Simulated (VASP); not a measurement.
**C: single point with r2SCAN**

Crystal: C.

```
C
1.0
     1.76751    1.76751    0.00000
    -1.76751    1.76751    0.00000
     0.00000    1.76751    1.76751
C
2
Direct
  0.50000 0.50000 0.00000
  0.75000 0.25000 0.50000
```

- Program: VASP 6.6.1
- Task: single point
- Functional: r2SCAN
- Potentials or basis: VASP PAW PBE potentials, release 64 (C_h)
- Cutoff: 1430 eV
- k mesh: 12 × 12 × 12
- Occupations: gaussian, width 0.01 eV
- Spin: no spin polarisation
- Dipole correction: no
- Further INCAR settings: ALGO = Normal; EDIFF = 1e-06; NBANDS = 11

```
Pressure               : 9.4 GPa
Band gap on the k mesh : 4.44 eV (least direct gap 5.96 eV)
```

Levels at points of the mesh, in eV from the valence-band top:
| k point | band 2 | band 3 | band 4 | band 5 | band 6 | band 7 |
| --- | --- | --- | --- | --- | --- | --- |
| (0.00, 0.00, 0.00) | 0.00 | 0.00 | 0.00 | 5.96 | 5.96 | 5.96 |
| (0.50, 0.00, 0.00) | -14.33 | -3.04 | -3.04 | 9.03 | 9.03 | 9.54 |
| (0.50, 0.50, 0.00) | -13.76 | -6.81 | -6.81 | 5.09 | 5.09 | 18.35 |

Run time: 120 s on 1 thread of Intel(R) Xeon(R) Platinum 8259CL CPU @ 2.50GHz (Skylake/Cascade Lake) (shared host), peak memory 0.19 GiB.

Caveat: the cell stands under pressure; the PAW data sets were made with another functional, which shifts forces and pressure a little. r2SCAN opens gaps a little over a GGA but as a rule still falls short of measured ones.
